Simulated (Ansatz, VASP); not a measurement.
**TiMoSe4 in VASP and in Ansatz**

Contents of INCAR:

```
SYSTEM = TiMoSe4
PREC = Accurate
ENCUT = 600
EDIFF = 1E-6
ISMEAR = 0
SIGMA = 0.1
LREAL = .FALSE.
LASPH = .TRUE.
NELM = 80
ALGO = Normal
ISIF = 3
LWAVE = .FALSE.
LCHARG = .FALSE.
GGA = PE
IBRION = 2
NSW = 100
EDIFFG = -0.01
```

Contents of KPOINTS:

```
regular mesh
0
G
  12 12 2
  0 0 0
```

The input POSCAR:

```
TiMoSe4
1.0
    3.4110712490      0.0000000000      0.0000000000
   -1.7055356245      2.9540743557      0.0000000000
    0.0000000000      0.0000000000     14.3619557362
Ti Mo Se
1 1 4
Direct
    0.6666666667      0.3333333333      0.5000000000
    0.6666666667      0.3333333333      0.0000000000
    0.3333333333      0.6666666667      0.6133775183
    0.0000000000      0.0000000000      0.8859246232
    0.0000000000      0.0000000000      0.1140753768
    0.3333333333      0.6666666667      0.3866224817
```

Input for Ansatz:

```yaml
crystal:
  lattice:
    - [3.411071249, 0.0, 0.0]
    - [-1.7055356245, 2.9540743557, 0.0]
    - [0.0, 0.0, 14.3619557362]
  atoms:
    - { symbol: Ti, position: [0.6666666667, 0.3333333333, 0.5] }
    - { symbol: Mo, position: [0.6666666667, 0.3333333333, 0.0] }
    - { symbol: Se, position: [0.3333333333, 0.6666666667, 0.6133775183] }
    - { symbol: Se, position: [0.0, 0.0, 0.8859246232] }
    - { symbol: Se, position: [0.0, 0.0, 0.1140753768] }
    - { symbol: Se, position: [0.3333333333, 0.6666666667, 0.3866224817] }
basis:
  ecutwfc: 420
kpoints:
  mp_grid: { grid: [12, 12, 2] }
hamiltonian:
  xc: pbe
scf:
  occupations: { method: gaussian, width: 0.1 }
output:
  forces: true
  stress: true
  eigenvalues: true
relax:
  adjacent_minimum: "off"
  f_tol: 0.01
  max_steps: 80
  cell: { stress_tol: 0.05 }
```

Change from the starting cell: species swapped into the TaWSe4 type (P-6m2, No. 187).

Alike in both runs: task relaxation of cell and atoms; functional PBE; k mesh 12 × 12 × 2; occupations gaussian, width 0.1 eV; no spin polarisation.

|  | VASP | Ansatz |
| --- | --- | --- |
| version | VASP 6.6.1 | Ansatz 0.2.0 |
| potentials or method | VASP PAW PBE potentials, release 64 (Ti_sv, Mo_sv, Se), cutoff 600 eV | scalar-relativistic, plane waves, PAW |
| valence electrons in the cell | 50 | 90 |

VASP gave:

```
gap on the k mesh at the Fermi level, each at its own relaxed structure (eV) : none
relaxed volume (Å³/atom)                                                     : 24.09
relaxed length of the cell vector where the two differ most in proportion (Å)              : 14.414
```

**Question.** Estimate Ansatz's values.

**Answer.** gap on the k mesh at the Fermi level, each at its own relaxed structure (eV): none; relaxed volume (Å³/atom): 24.01; relaxed length of the cell vector where the two differ most in proportion (Å): 14.370.

A gap of «none» marks a metal or a gap that the smearing closes. VASP's potentials hold 50 valence electrons a cell and Ansatz's 90, so a difference there can come from the potentials and not from the codes.
